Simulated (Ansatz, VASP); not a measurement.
**Co: VASP beside Ansatz**

Contents of INCAR:

```
  PREC = Accurate
  ENCUT = 690
  EDIFF = 1E-6
  ISMEAR = -1
  SIGMA = 0.1
  LREAL = False
  LASPH = True
  NELM = 120
  ALGO = Normal
  ISIF = 2
  LWAVE = False
  LCHARG = True
  GGA = PE
  LELF = True
  LVHAR = True
  NBANDS = 14
  GGA_COMPAT = False
```

The input KPOINTS:

```
regular mesh
0
Gamma
  15 15 15
```

File POSCAR:

```
Co
1.0
    2.2539908939      0.0000000000      0.0000000000
    0.0000000000      2.2539908939      0.0000000000
    0.0000000000      0.0000000000      2.2539908939
Co
1
Direct
    0.0000000000      0.0000000000      0.0000000000
```

Input for Ansatz:

```yaml
crystal:
  lattice:
    - [2.2539908939, 0.0, 0.0]
    - [0.0, 2.2539908939, 0.0]
    - [0.0, 0.0, 2.2539908939]
  atoms:
    - { symbol: Co, position: [0.0, 0.0, 0.0] }
hamiltonian:
  xc: pbe
  pseudopotentials:
    kind: paw
    azcp:
      Co: "pseudopotentials/Co.paw.azcp"
basis:
  ecutwfc: 420
  fft_grid_basis: typed
kpoints:
  mp_grid: { grid: [15, 15, 15], shift: [0, 0, 0] }
magnetization:
  spin_polarized: false
scf:
  occupations: { method: fermi_dirac, width: 0.1 }
  lower_state_search: "off"
output:
  stress: true
  write_density: true
  write_potential: true
  elf: true
  volumetric_format: npy
```

Alike in both runs: task single point; functional PBE; k mesh 15 × 15 × 15; occupations fermi-dirac, width 0.1 eV; no spin polarisation.

```csv
,VASP,Ansatz
version,VASP 6.6.1,Ansatz 0.2.0
potentials or method,"VASP PAW PBE potentials, release 64 (Co_sv), cutoff 690 eV","plane waves (420 eV) with PAW, scalar-relativistic"
valence electrons in the cell,17,17
```

```tsv
	VASP	Ansatz	Ansatz less VASP
pressure (GPa)	7.1	8.2	+1.15
```
